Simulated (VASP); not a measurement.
# CuPt6 (Fm-3m) in VASP: further runs, part 2 of 2

VASP 6.6.1.

### Step 3. Single point, PBE

INCAR reads:

```
SYSTEM = CuPt6
PREC = Accurate
ENCUT = 700
EDIFF = 1E-6
ISMEAR = 0
SIGMA = 0.1
LREAL = .FALSE.
LASPH = .TRUE.
NELM = 120
ALGO = Normal
ISIF = 2
LWAVE = .FALSE.
LCHARG = .FALSE.
GGA = PE
NBANDS = 72
GGA_COMPAT = .FALSE.
```

KPOINTS reads:

```
regular mesh
0
G
  4 4 4
  0 0 0
```

POSCAR reads:

```
CuPt6
1.0
    0.0000000000      3.8704704400      3.8704704400
    3.8704704400      0.0000000000      3.8704704400
    3.8704704400      3.8704704400      0.0000000000
Cu Pt
1 6
Direct
    0.0000000000      0.0000000000      0.0000000000
    0.3227001200      0.6772998800      0.6772998800
    0.6772998800      0.3227001200      0.3227001200
    0.6772998800      0.3227001200      0.6772998800
    0.3227001200      0.6772998800      0.3227001200
    0.6772998800      0.6772998800      0.3227001200
    0.3227001200      0.3227001200      0.6772998800
```

Potentials or basis: VASP PAW PBE potentials, release 64 (Cu_sv_GW, Pt_sv_GW).

On the command line:

```bash
cat potpaw_PBE.64/Cu_sv_GW/POTCAR potpaw_PBE.64/Pt_sv_GW/POTCAR > POTCAR
mpirun -np 1 vasp_std > vasp.out
```

OUTCAR:

```text
SYSTEM = CuPt6
   PREC = Accurate
   ENCUT = 700
   EDIFF = 1E-6
   ISMEAR = 0
   LREAL = .FALSE.
   LASPH = .TRUE.
   NELM = 120
   ISIF = 2
   GGA = PE

 ion  position               nearest neighbor table
   1  0.000  0.000  0.000-   2 2.50   3 2.50   4 2.50   5 2.50   6 2.50   7 2.50
   2  0.323  0.677  0.677-   4 1.94   5 1.94   6 1.94   7 1.94   1 2.50   3 2.74
   3  0.677  0.323  0.323-   4 1.94   5 1.94   6 1.94   7 1.94   1 2.50   2 2.74
   4  0.677  0.323  0.677-   2 1.94   3 1.94   6 1.94   7 1.94   1 2.50   5 2.74
   5  0.323  0.677  0.323-   2 1.94   3 1.94   6 1.94   7 1.94   1 2.50   4 2.74
   6  0.677  0.677  0.323-   2 1.94   3 1.94   4 1.94   5 1.94   1 2.50   7 2.74
   7  0.323  0.323  0.677-   2 1.94   3 1.94   4 1.94   5 1.94   1 2.50   6 2.74

  LATTYP: Found a face centered cubic cell.
 ALAT       =     7.7409408800

  Lattice vectors:

 A1 = (   0.0000000000,   3.8704704400,   3.8704704400)
 A2 = (   3.8704704400,   0.0000000000,   3.8704704400)
 A3 = (   3.8704704400,   3.8704704400,   0.0000000000)

Analysis of symmetry for initial positions (statically):
=====================================================================
 Subroutine PRICEL returns:
 Original cell was already a primitive cell.

 Routine SETGRP: Setting up the symmetry group for a
 face centered cubic supercell.

 Subroutine GETGRP returns: Found 48 space group operations
 (whereof 48 operations were pure point group operations)
 out of a pool of 48 trial point group operations.

The static configuration has the point symmetry O_h .

Analysis of symmetry for dynamics (positions and initial velocities):
=====================================================================
 Subroutine PRICEL returns:
 Original cell was already a primitive cell.

 Routine SETGRP: Setting up the symmetry group for a
 face centered cubic supercell.

 Subroutine GETGRP returns: Found 48 space group operations
 (whereof 48 operations were pure point group operations)
 out of a pool of 48 trial point group operations.

The dynamic configuration has the point symmetry O_h .

 Subroutine INISYM returns: Found 48 space group operations
 (whereof 48 operations are pure point group operations),
 and found     1 'primitive' translations

----------------------------------------------------------------------------------------

                                     Primitive cell

  volume of cell :     115.9635

  direct lattice vectors                    reciprocal lattice vectors
     0.000000000  3.870470440  3.870470440    -0.129183263  0.129183263  0.129183263
     3.870470440  0.000000000  3.870470440     0.129183263 -0.129183263  0.129183263
     3.870470440  3.870470440  0.000000000     0.129183263  0.129183263 -0.129183263

  length of vectors
     5.473671789  5.473671789  5.473671789     0.223751975  0.223751975  0.223751975

  position of ions in fractional coordinates (direct lattice)
     0.000000000  0.000000000  0.000000000
     0.322700120  0.677299880  0.677299880
     0.677299880  0.322700120  0.322700120
     0.677299880  0.322700120  0.677299880
     0.322700120  0.677299880  0.322700120
[... 37 lines left out ...]
 Found      8 irreducible k-points:

 Following reciprocal coordinates:
            Coordinates               Weight
  0.000000  0.000000  0.000000      1.000000
  0.250000  0.000000  0.000000      8.000000
  0.500000  0.000000  0.000000      4.000000
  0.250000  0.250000  0.000000      6.000000
  0.500000  0.250000  0.000000     24.000000
 -0.250000  0.250000  0.000000     12.000000
  0.500000  0.500000  0.000000      3.000000
 -0.250000  0.500000  0.250000      6.000000
   k-points           NKPTS =      8   k-points in BZ     NKDIM =      8   number of bands    NBANDS=     72
   number of dos      NEDOS =    301   number of ions     NIONS =      7
   total plane-waves  NPLWV = 110592
   dimension x,y,z NGX =    48 NGY =   48 NGZ =   48
   dimension x,y,z NGXF=    96 NGYF=   96 NGZF=   96
   ions per type =               1   6
   NGX,Y,Z   is equivalent  to a cutoff of  14.58, 14.58, 14.58 a.u.
   NGXF,Y,Z  is equivalent  to a cutoff of  29.16, 29.16, 29.16 a.u.
 SYSTEM =  CuPt6
   PREC   = accura    normal or accurate (medium, high low for compatibility)
   ISTART =      0    job   : 0-new  1-cont  2-samecut
   ICHARG =      2    charge: 1-file 2-atom 10-const
   ISPIN  =      1    spin polarized calculation?
   LNONCOLLINEAR =      F non collinear calculations
   LSORBIT =      F    spin-orbit coupling
   LASPH  =      T    aspherical Exc in radial PAW
   ENCUT  =  700.0 eV  51.45 Ry    7.17 a.u.  11.81 11.81 11.81*2*pi/ulx,y,z
   NELM   =    120;   NELMIN=  2; NELMDL= -5     # of ELM steps
   EDIFF  = 0.1E-05   stopping-criterion for ELM
   LREAL  =      F    real-space projection
   EDIFFG = 0.1E-04   stopping-criterion for IOM
   NSW    =      0    number of steps for IOM
   IBRION =     -1    ionic relax: 0-MD 1-quasi-New 2-CG
   NFREE  =      0    steps in history (QN), initial steepest desc. (CG)
   ISIF   =      2    stress and relaxation
   ISYM   =      2    0-nonsym 1-usesym 2-fastsym
   POTIM  = 0.5000    time-step for ionic-motion
   TEBEG  =    0.0;   TEEND  =   0.0 temperature during run
   PSTRESS=    0.0 pullay stress
   NELECT =     127.0000    total number of electrons
   NUPDOWN=      -1.0000    fix difference up-down
   EMIN   =  10.00;   EMAX   =-10.00  energy-range for DOS
   EFERMI =   0.00;   METHOD = LEGACY
   ISMEAR =     0;   SIGMA  =   0.10  broadening in eV -4-tet -1-fermi 0-gaus
   EFERMI_NEDOS =   21; number of points for ismear=-14 and -15
   IALGO  =     38    algorithm
   IMIX   =      4    mixing-type and parameters
     AMIX     =   0.40;   BMIX     =  1.00
     AMIX_MAG =   1.60;   BMIX_MAG =  1.00
  volume/ion in A,a.u.               =      16.57       111.79
  Fermi-wavevector in a.u.,A,eV,Ry     =   1.687468  3.188853 38.743265  2.847550
  Thomas-Fermi vector in A             =   2.769949
   LORBIT       =      0    0 simple, 1 ext, 2 COOP (PROOUT), +10 PAW based schemes
   GGA     = PE    functional components
   LHFCALC =     F    Hartree Fock is set to
   AEXX    =    0.0000 exact exchange contribution
   IVDW    =     0    specifies the selected vdW correction
   LEPSILON=     F    determine dielectric tensor
   LRPA    =     F    only Hartree local field effects (RPA)
 non-spin polarized calculation
 Gauss-broadening in eV      SIGMA  =   0.10
  energy-cutoff  :      700.00
  volume of cell :      115.96
 maximum number of plane-waves:      4910
   NGX = 23   NGY = 23   NGZ = 23

 number of electron     127.0000001 magnetization

 Free energy of the ion-electron system (eV)
  ---------------------------------------------------
  ext. energy  EPLUGINS =         0.00000000
  ---------------------------------------------------
  free energy    TOTEN  =        38.25222128 eV

  energy without entropy =       38.27043425  energy(sigma->0) =       38.26132776

 E-fermi :  10.0446     XC(G=0): -12.3252

 val. band max:        9.9387442352   @ k =   0.2500   0.0000   0.0000
 cond. band min:      10.0667951158   @ k =  -0.2500   0.2500   0.0000
 fundamental gap:      0.1280508806
 Fermi energy:        10.0446156796

 k-point     1 :       0.0000    0.0000    0.0000
  band No.  band energies     occupation
      1    -102.9038      2.00000
      2     -93.0404      2.00000
      3     -91.9791      2.00000
      4     -91.9791      2.00000
      5     -91.9791      2.00000
      6     -91.4567      2.00000
[... 589 lines left out ...]
     71      14.3880      0.00000
     72      17.3309      0.00000

------------------------ aborting loop because EDIFF is reached ----------------------------------------

  FORCE on cell =-STRESS in cart. coord.  units (eV):
  Direction    XX          YY          ZZ          XY          YZ          ZX
  --------------------------------------------------------------------------------------
  -------------------------------------------------------------------------------------
  Total      231.0167036    231.0167036    231.0167036      0.0000000      0.0000000     -0.0000000
  in kB     3191.7782021   3191.7782021   3191.7782021      0.0000000      0.0000000     -0.0000000
  external PRESSURE =    3191.7782021 kB  Pullay stress =       0.0000000 kB

 VOLUME and BASIS-vectors are now :
 -----------------------------------------------------------------------------
  energy-cutoff  :      700.00
  volume of cell :      115.96
      direct lattice vectors                 reciprocal lattice vectors
     0.000000000  3.870470440  3.870470440    -0.129183263  0.129183263  0.129183263
     3.870470440  0.000000000  3.870470440     0.129183263 -0.129183263  0.129183263
     3.870470440  3.870470440  0.000000000     0.129183263  0.129183263 -0.129183263

 POSITION                                       TOTAL-FORCE (eV/Angst)
 -----------------------------------------------------------------------------------
      0.00000      0.00000      0.00000        -0.000000      0.000000      0.000000
      5.24294      3.87047      3.87047        84.087359      0.000000      0.000000
      2.49800      3.87047      3.87047       -84.087359      0.000000      0.000000
      3.87047      5.24294      3.87047         0.000000     84.087359      0.000000
      3.87047      2.49800      3.87047         0.000000    -84.087359      0.000000
      3.87047      3.87047      5.24294         0.000000      0.000000     84.087359
      3.87047      3.87047      2.49800         0.000000      0.000000    -84.087359
 -----------------------------------------------------------------------------------
    total drift:                               -0.000000     -0.000000     -0.000000

  FREE ENERGIE OF THE ION-ELECTRON SYSTEM (eV)
  ---------------------------------------------------
  free  energy   TOTEN  =        38.2522212801 eV

  energy  without entropy=       38.2704342480  energy(sigma->0) =       38.26132776
```

Run time: 2.9 min. Hardware: 1 thread of Intel Xeon 6975P-C (Granite Rapids), shared host; peak memory 0.36 GiB.

Results:

```
Free energy   : 38.2522 eV
Pressure      : 319.2 GPa
Largest force : 84.087 eV/Å
```

Forces in eV/Å, atoms in the order of the input:
```
Cu    0.000   0.000   0.000
Pt   84.087   0.000   0.000
Pt  -84.087   0.000   0.000
Pt    0.000  84.087   0.000
Pt    0.000 -84.087   0.000
Pt    0.000   0.000  84.087
Pt    0.000   0.000 -84.087
```

Caveat: spin-orbit coupling is left out, which moves the levels of the heavy elements; forces of over 1 eV/Å act on the atoms, so gaps and moduli don't describe the material at rest.
